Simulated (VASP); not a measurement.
A run of VASP 6.6.1 is set up as follows.

Contents of INCAR:

```
ALGO = Normal
EDIFF = 1E-8
ENCUT = 520
GGA = PE
ISIF = 2
ISMEAR = -1
LASPH = T
LCHARG = F
LEFG = T
LREAL = F
LWAVE = F
NBANDS = 12
NELM = 60
PREC = Accurate
SIGMA = 0.05
```

KPOINTS

```
k-points
0
Gamma
  14 14 14
```

POSCAR

```
Ti
1.0
   -1.6738200000      1.6410000000      1.6410000000
    1.6410000000     -1.6738200000      1.6410000000
    1.6410000000      1.6410000000     -1.6738200000
Ti
1
Direct
    0.0000000000      0.0000000000      0.0000000000
```

Potentials or basis: VASP PAW PBE potentials, release 64 (Ti_sv).

Run with:

```bash
$ cat potpaw_PBE.64/Ti_sv/POTCAR > POTCAR
$ mpirun -np 1 vasp_std > vasp.out
```

Task: Predict the band gap on the k mesh.

Result: Zero (bands 6 and 7 overlap by 1.55 eV).

Task: Predict the pressure.

Result: -2.6 GPa.

Electric field gradients, principal values (V/Å²):
```
atom   least  middle  greatest (by size)
1 Ti  -4.857  -4.857               9.715
```

Caveat: the cell differs from its parent crystal (equal xy, yz and zx shear strains of -2 %); without QUAD_EFG the Cq values of the log hold for a quadrupole moment of 1 mb, not for the nuclei.
